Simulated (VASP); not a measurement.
Wanted: the native input for a VASP 6.6.1 run.

```yaml
Task: single point
Functional: PBE
Potentials_or_basis: VASP PAW PBE potentials, release 64 (Te, Hg)
Cutoff: 520 eV
k_mesh: 6 × 6 × 6
Occupations: fermi-dirac, width 0.003 eV
Spin: no spin polarisation
Dipole_correction: no
Further_INCAR_settings: ALGO = Normal; EDIFF = 1e-06; NBANDS = 16
```

The structure of HgTe lies in POSCAR:

```
HgTe
1.0
    0.0000000000      3.2400000000      3.2400000000
    3.2400000000      0.0000000000      3.2400000000
    3.2400000000      3.2400000000      0.0000000000
Te Hg
1 1
Direct
    0.7500000000      0.7500000000      0.7500000000
    0.0000000000      0.0000000000      0.0000000000
```

One way to write it, as run:

INCAR

```
PREC = Accurate
ENCUT = 520
EDIFF = 1E-6
ISMEAR = -1
SIGMA = 0.003
LREAL = False
LASPH = True
NELM = 60
ALGO = Normal
ISIF = 2
LWAVE = False
LCHARG = False
GGA = PE
NBANDS = 16
```

KPOINTS

```
regular mesh
0
Gamma
  6 6 6
```

Potentials or basis: VASP PAW PBE potentials, release 64 (Te, Hg).

The run is started by

```console
$ cat potpaw_PBE.64/Te/POTCAR potpaw_PBE.64/Hg/POTCAR > POTCAR
$ mpirun -np 1 vasp_std > vasp.out
```

Results of the run:

The pressure is 3.4 GPa. The band gap on the k mesh is zero (filled and empty bands touch).

Caveat: spin-orbit coupling is left out, which moves the levels of the heavy elements.

Wall time 25 s on 1 thread of Intel Xeon 8259CL, on a shared host, peak memory 0.21 GiB.
